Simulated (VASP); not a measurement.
Set up this calculation in VASP 6.6.1, as the native input.

| Property | Result |
| --- | --- |
| Task | relaxation of cell and atoms |
| Functional | PBE |
| Potentials or basis | VASP PAW PBE potentials, release 64 (C) |
| Cutoff | 600 eV |
| k mesh | 18 × 18 × 18 |
| Occupations | gaussian, width 0.02 eV |
| Spin | no spin polarisation |
| Target pressure | 1e-06 GPa |
| Dipole correction | no |
| Further INCAR settings | ALGO = Normal; EDIFF = 1e-07; IBRION = 2; EDIFFG = -0.004; NSW = 70; ISIF = 3 |

The structure of C lies in POSCAR:

```
C
1.0
    0.0000000000      1.7844767629      1.7844767629
    1.7844767629      0.0000000000      1.7844767629
    1.7844767629      1.7844767629      0.0000000000
C
2
Direct
    0.0000000000      0.0000000000      0.0000000000
    0.2500000000      0.2500000000      0.2500000000
```

The input as run:

INCAR

```
  PREC = Accurate
  ENCUT = 600
  EDIFF = 1E-7
  ISMEAR = 0
  SIGMA = 0.02
  LREAL = False
  LASPH = True
  NELM = 120
  ALGO = Normal
  ISIF = 3
  LWAVE = False
  LCHARG = False
  GGA = PE
  IBRION = 2
  NSW = 70
  EDIFFG = -0.004
  PSTRESS = 9.999999999999999e-06
  GGA_COMPAT = False
  NELMIN = 4
```

KPOINTS

```
Automatic mesh
0
Gamma
  18 18 18
```

Potentials or basis: VASP PAW PBE potentials, release 64 (C).

Run with:

```console
$ cat potpaw_PBE.64/C/POTCAR > POTCAR
$ mpirun -np 1 vasp_std > vasp.out
```

It gave:

```yaml
Relaxed_volume: 5.69 Å³/atom
Relaxed_cell: a = 2.525 Å, b = 2.525 Å, c = 2.525 Å, α = 60.00°, β = 60.00°, γ = 60.00°
Space_group_after_relaxing_to_0.1_Å: Fd-3m (No. 227)
Energy_change_on_relaxing_the_run_minimises_the_enthalpy: -0.0 meV/atom
Ionic_steps: 3
Pressure_after_relaxing: 0.0 GPa
Band_gap_on_the_k_mesh: 4.14 eV (least direct gap 5.58 eV)
```

Caveat: the cell is relaxed towards a set pressure, so the run minimises the enthalpy, not the energy.

It took 50 s on 1 thread of Intel Xeon 8259CL (shared host), peak memory 0.13 GiB.
